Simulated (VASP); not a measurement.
# WSe2 in VASP: further runs, part 2 of 2

VASP 6.6.1. Earlier steps stand in the parts before.

## Step 3: Single point, r2SCAN

File POSCAR:

```
WSe2
1.0
    3.2702810000      0.0000000000      0.0000000000
   -1.6351410000      2.8321460000      0.0000000000
    0.0000000000      0.0000000000     18.0000000000
W Se
1 2
Direct
    0.3333330000      0.6666670000      0.5000000000
    0.6666670000      0.3333330000      0.5929290000
    0.6666670000      0.3333330000      0.4070710000
```

File INCAR.step1:

```
SYSTEM = WSe2
ALGO     = Normal         ! electronic algorithm
EDIFF    = 1E-4           ! SCF threshold, eV
ENCUT    = 520            ! plane-wave cutoff, eV
GGA      = PE             ! functional
ISMEAR   = -1             ! smearing method
LASPH    = .True.         ! aspherical terms in the spheres
LCHARG   = .False.        ! write CHGCAR
LREAL    = .False.        ! projectors in reciprocal space
LWAVE    = .True.         ! write WAVECAR
NBANDS   = 20             ! bands
NELM     = 80             ! most SCF steps
PREC     = Accurate       ! precision mode
SIGMA    = 0.05           ! smearing width, eV
```

File INCAR.step2:

```
SYSTEM = WSe2
ALGO     = Normal         ! electronic algorithm
EDIFF    = 1E-7           ! SCF threshold, eV
ENCUT    = 520            ! plane-wave cutoff, eV
ISIF     = 2              ! what is computed and relaxed
ISMEAR   = -1             ! smearing method
ISTART   = 1            
LASPH    = .True.         ! aspherical terms in the spheres
LCHARG   = .True.         ! write CHGCAR
LELF     = .True.         ! ELF
LMIXTAU  = .True.       
LREAL    = .False.        ! projectors in reciprocal space
LVHAR    = .True.       
LWAVE    = .False.        ! write WAVECAR
METAGGA  = R2SCAN         ! meta-GGA
NBANDS   = 20             ! bands
NELM     = 80             ! most SCF steps
PREC     = Accurate       ! precision mode
SIGMA    = 0.05           ! smearing width, eV
```

File KPOINTS:

```
k-points
0
Gamma
  9 9 1
  0 0 0
```

Potentials or basis: VASP PAW PBE potentials, release 64 (W_sv, Se).

Run with:

```bash
$ cat potpaw_PBE.64/W_sv/POTCAR potpaw_PBE.64/Se/POTCAR > POTCAR
$ cp INCAR.step1 INCAR
$ mpirun -np 1 vasp_std > vasp.out
$ cp INCAR.step2 INCAR
$ mpirun -np 1 vasp_std > vasp.out
```

OUTCAR:

```text
SYSTEM = WSe2
   EDIFF = 1E-7
   ENCUT = 520
   ISIF = 2
   ISMEAR = -1
   ISTART = 1
   LASPH = .True.
   LREAL = .False.
   METAGGA = R2SCAN
   NELM = 80
   PREC = Accurate

 ion  position               nearest neighbor table
   1  0.333  0.667  0.500-   2 2.52   3 2.52   2 2.52   3 2.52   2 2.52   3 2.52
   2  0.667  0.333  0.593-   1 2.52   1 2.52   1 2.52
   3  0.667  0.333  0.407-   1 2.52   1 2.52   1 2.52

  LATTYP: Found a hexagonal cell.
 ALAT       =     3.2702810000
 C/A-ratio  =     5.5041141725

  Lattice vectors:

 A1 = (   3.2702810000,   0.0000000000,   0.0000000000)
 A2 = (  -1.6351410000,   2.8321460000,   0.0000000000)
 A3 = (   0.0000000000,   0.0000000000,  18.0000000000)

Analysis of symmetry for initial positions (statically):
=====================================================================
 Subroutine PRICEL returns:
 Original cell was already a primitive cell.

 Routine SETGRP: Setting up the symmetry group for a
 hexagonal supercell.

 Subroutine GETGRP returns: Found 12 space group operations
[... 149 lines left out ...]
  free energy    TOTEN  =       -81.73097905 eV

  energy without entropy =      -81.73097905  energy(sigma->0) =      -81.73097905

 E-fermi :  -0.3557     XC(G=0):  -4.5352

 val. band max:       -1.2503953858   @ k =   0.3333   0.3333   0.0000
 cond. band min:       0.5637718419   @ k =   0.3333   0.3333   0.0000
 fundamental gap:      1.8141672277
 Fermi energy:        -0.3557480846

 k-point     1 :       0.0000    0.0000    0.0000
  band No.  band energies     occupation
      1     -77.2020      2.00000
      2     -40.8144      2.00000
      3     -40.6671      2.00000
      4     -40.6671      2.00000
      5     -16.7943      2.00000
      6     -15.4317      2.00000
[... 265 lines left out ...]
     19       5.6506      0.00000
     20       8.0979      0.00000

------------------------ aborting loop because EDIFF is reached ----------------------------------------

  FORCE on cell =-STRESS in cart. coord.  units (eV):
  Direction    XX          YY          ZZ          XY          YZ          ZX
  --------------------------------------------------------------------------------------
  -------------------------------------------------------------------------------------
  Total        1.4772783      1.4772778      0.4043492     -0.0000003      0.0000000      0.0000000
  in kB       14.1971013     14.1970971      3.8859207     -0.0000025      0.0000000      0.0000000
  external PRESSURE =      10.7600397 kB  Pullay stress =       0.0000000 kB

 VOLUME and BASIS-vectors are now :
 -----------------------------------------------------------------------------
  energy-cutoff  :      520.00
  volume of cell :      166.71
      direct lattice vectors                 reciprocal lattice vectors
     3.270281000  0.000000000  0.000000000     0.305784121  0.176544625  0.000000000
    -1.635141000  2.832146000  0.000000000     0.000000000  0.353089142  0.000000000
     0.000000000  0.000000000 18.000000000     0.000000000  0.000000000  0.055555556

 POSITION                                       TOTAL-FORCE (eV/Angst)
 -----------------------------------------------------------------------------------
     -0.00000      1.88810      9.00000        -0.000000     -0.000000      0.000000
      1.63514      0.94405     10.67272         0.000000      0.000000      0.124481
      1.63514      0.94405      7.32728         0.000000      0.000000     -0.124481
 -----------------------------------------------------------------------------------
    total drift:                                0.000789     -0.000458      0.000000

  FREE ENERGIE OF THE ION-ELECTRON SYSTEM (eV)
  ---------------------------------------------------
  free  energy   TOTEN  =       -81.7309790514 eV

  energy  without entropy=      -81.7309790498  energy(sigma->0) =      -81.73097905
```

OUTCAR.step1:

```text
SYSTEM = WSe2
   EDIFF = 1E-4
   ENCUT = 520
   GGA = PE
   ISMEAR = -1
   LASPH = .True.
   LREAL = .False.
   NELM = 80
[... 483 lines left out ...]
     -0.00000      1.88810      9.00000        -0.000000     -0.000000      0.000000
      1.63514      0.94405     10.67272         0.000000      0.000000      0.480702
      1.63514      0.94405      7.32728         0.000000     -0.000000     -0.480702
 -----------------------------------------------------------------------------------
    total drift:                                0.000779     -0.000452      0.000000

  FREE ENERGIE OF THE ION-ELECTRON SYSTEM (eV)
  ---------------------------------------------------
  free  energy   TOTEN  =       -21.5888876321 eV

  energy  without entropy=      -21.5888876259  energy(sigma->0) =      -21.58888763
```

It took 2.3 min on 1 thread of AMD EPYC 9R45 (Zen 5), shared host; peak memory 0.28 GiB.

Results:

- Free energy: -81.7310 eV
- Largest force: 0.124 eV/Å
- Band gap on the k mesh: 1.81 eV, direct

Forces on the atoms (eV/Å):
```
W    0.000  0.000  0.000
Se   0.000  0.000  0.124
Se   0.000  0.000 -0.124
```

Levels at points of the mesh, in eV from the valence-band top:
| k point | band 9 | band 10 | band 11 | band 12 | band 13 | band 14 | band 15 | band 16 | band 17 | band 18 |
| --- | --- | --- | --- | --- | --- | --- | --- | --- | --- | --- |
| (0.00, 0.00, 0.00) | -2.48 | -2.39 | -1.28 | -1.28 | -0.41 | 3.21 | 3.21 | 3.37 | 3.37 | 4.92 |

Caveat: the PAW data sets were made with another functional, which shifts forces and pressure a little; spin-orbit coupling is left out, which moves the levels of the heavy elements.
